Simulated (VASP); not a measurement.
The system is P2Se2O.

```xyz
5
Lattice="3.7442 0.0000 0.0000 0.0000 3.7442 0.0000 0.0000 0.0000 4.5449" Properties=species:S:1:pos:R:3 pbc="T T T"
P     1.8721    1.8721    0.1599
P     0.0000    0.0000    4.2394
Se    1.8721    1.8721    2.2060
Se    0.0000    0.0000    1.3316
O     0.0000    0.0000    2.6454
```

- Program: VASP 6.6.1
- Task: relaxation of cell and atoms
- Functional: PBE
- Dispersion: D3(BJ)
- Potentials or basis: VASP PAW PBE potentials, release 64 (P, Se, O)
- Cutoff: 600 eV
- k mesh: 4 × 4 × 4
- Occupations: gaussian, width 0.1 eV
- Spin: no spin polarisation

At the start: pressure 125.0 GPa; volume 12.74 Å³/atom.

Q: Where does the relaxation end?

A: Over 47 steps the energy falls by 3634.4 meV/atom and the volume is 16.77 Å³/atom (+31.6 %); space group P4mm (No. 99, to 0.05 Å).

Step by step:
```csv
step,energy change (eV),largest force (eV/Å),pressure (GPa),volume (Å³)
1,0.0000,37.1557,124.99,63.72
3,-5.6626,2.8632,-21.84,156.44
5,118.9391,688.7547,233.79,99.85
7,-10.1578,3.8129,-19.77,133.61
9,-13.0789,2.6196,-13.82,121.04
11,-14.7719,4.6575,-12.13,100.48
13,-15.4157,3.7422,0.50,81.44
15,-16.6363,3.6631,7.21,73.97
17,-8.8179,65.5742,54.07,80.01
19,-17.1563,9.4308,16.06,77.85
21,-17.7042,1.3435,9.56,76.88
23,-17.9480,1.0327,2.08,81.63
25,-18.0563,1.1986,-0.64,85.98
27,-18.0940,1.0331,-0.53,85.88
29,-18.1343,0.2941,-0.89,85.59
31,-18.1439,0.4144,0.72,84.36
33,-18.1527,0.3548,0.71,83.91
35,-18.1540,0.3816,0.72,83.66
37,-18.1657,0.2407,0.49,83.72
39,-18.1674,0.1731,0.13,83.92
41,-18.1683,0.2064,-0.40,84.25
43,-18.1701,0.0907,-0.38,84.41
45,-18.1714,0.0507,-0.16,84.14
47,-18.1719,0.0358,0.08,83.87
```

Final structure:
```cif
data_structure
_symmetry_space_group_name_H-M 'P 1'
_symmetry_Int_Tables_number 1
_cell_length_a 3.3877
_cell_length_b 3.3877
_cell_length_c 7.3086
_cell_angle_alpha 90.000
_cell_angle_beta 90.000
_cell_angle_gamma 90.000
_cell_volume 83.87
loop_
_atom_site_label
_atom_site_type_symbol
_atom_site_fract_x
_atom_site_fract_y
_atom_site_fract_z
_atom_site_occupancy
P1 P 0.50000 0.50000 0.07800 1
P2 P 0.00000 0.00000 0.64086 1
Se1 Se 0.50000 0.50000 0.54705 1
Se2 Se 0.00000 0.00000 0.21407 1
O1 O 0.00000 0.00000 0.84841 1
```

Caveat: the k points lie up to 0.46 Å⁻¹ apart in the final cell; the volume moved by over 15 % at a fixed basis, so the end points are rough; pairwise dispersion overbinds metals, which lowers pressure and volume.
